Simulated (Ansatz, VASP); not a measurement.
**One calculation of Na4H, two programs**

```
CELL_PARAMETERS angstrom
7.26651 0.00000 0.00000
-2.42217 6.85093 0.00000
0.00000 0.00000 20.96654
ATOMIC_POSITIONS crystal
Na 0.25000 0.25000 0.19078
Na 0.25000 0.75000 0.19078
Na 0.75000 0.25000 0.19078
Na 0.75000 0.75000 0.19078
Na 0.00000 0.00000 0.33227
Na 0.00000 0.50000 0.33227
Na 0.50000 0.00000 0.33227
Na 0.50000 0.50000 0.33227
H 0.84621 0.75000 0.38426
H 0.15379 0.75000 0.38426
```

Alike in both runs: task single point; functional PBE; k mesh 4 × 4 × 1; occupations gaussian, width 0.1 eV; no spin polarisation.

```csv
,VASP,Ansatz
version,VASP 6.6.1,Ansatz 0.2.0
potentials or method,"VASP PAW PBE potentials, release 64 (Na_pv, H), cutoff 520 eV","scalar-relativistic, plane waves, PAW"
valence electrons in the cell,58,74
```

Ansatz gave:

- gap on the k mesh at the Fermi level (eV): none
- rms of the force components (eV/Å): 0.281

Question: Estimate VASP's values.

Answer: gap on the k mesh at the Fermi level (eV): none; rms of the force components (eV/Å): 0.280.

Atom by atom the forces differ by 0.002 eV/Å (rms over components). A gap of «none» marks a metal or a gap that the smearing closes. The functional is the same, so the differences come from potentials, cutoffs and numerics. VASP's potentials hold 58 valence electrons a cell and Ansatz's 74, so a difference there can come from the potentials and not from the codes.
